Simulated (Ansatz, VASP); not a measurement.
## LiF in VASP and in Ansatz

INCAR

```
SYSTEM = LiF
  PREC = Accurate
  ENCUT = 520
  EDIFF = 1E-6
  ISMEAR = 0
  SIGMA = 0.05
  LREAL = .False.
  LASPH = .True.
  NELM = 80
  ALGO = Normal
  ISIF = 2
  LWAVE = .False.
  LCHARG = .False.
  GGA = CA
  NBANDS = 18
```

KPOINTS

```
regular mesh
0
Gamma
  9 9 6
  0 0 0
```

Contents of POSCAR:

```
LiF
1.0
    3.0363866594      0.0000000000      0.0000000000
   -1.5181933297      2.6295879827      0.0000000000
    0.0000000000      0.0000000000      4.3429438389
Li F
2 2
Direct
    0.3333333333      0.6666666667      0.3839784076
    0.6666666667      0.3333333333      0.8839784076
    0.3333333333      0.6666666667      0.9910195924
    0.6666666667      0.3333333333      0.4910195924
```

Input for Ansatz:

```yaml
crystal:
  lattice:
    - [3.0363866594, 0.0, 0.0]
    - [-1.5181933297, 2.6295879827, 0.0]
    - [0.0, 0.0, 4.3429438389]
  atoms:
    - { symbol: Li, position: [0.3333333333, 0.6666666667, 0.3839784076] }
    - { symbol: Li, position: [0.6666666667, 0.3333333333, 0.8839784076] }
    - { symbol: F, position: [0.3333333333, 0.6666666667, 0.9910195924] }
    - { symbol: F, position: [0.6666666667, 0.3333333333, 0.4910195924] }
basis:
  ecutwfc: 520.0
kpoints:
  mp_grid: { grid: [9, 9, 6] }
hamiltonian:
  xc: lda
scf:
  occupations: { method: gaussian, width: 0.05 }
output:
  forces: true
  stress: true
  eigenvalues: true
```

Alike in both runs: task single point; functional LDA; k mesh 9 × 9 × 6; occupations gaussian, width 0.05 eV; no spin polarisation.

|  | VASP | Ansatz |
| --- | --- | --- |
| version | VASP 6.6.1 | Ansatz 0.2.0 |
| potentials or method | VASP PAW LDA potentials, release 64 (Li_sv, F), cutoff 520 eV | scalar-relativistic, plane waves, PAW |
| valence electrons in the cell | 20 | 20 |

|  | VASP | Ansatz | Ansatz less VASP |
| --- | --- | --- | --- |
| gap on the k mesh at the Fermi level (eV) | 8.11 | 8.12 | +0.017 |
| least direct gap on the mesh (eV) | 8.11 | 8.12 | +0.017 |
| rms of the force components (eV/Å) | 0.328 | 0.321 | -0.0071 |

LDA's correlation is that of Perdew and Zunger in VASP and of Perdew and Wang (1992) in Ansatz. Atom by atom the forces differ by 0.007 eV/Å (rms over components).

Noted on VASP's run: the cutoff is short for stress, so the pressure is rough.
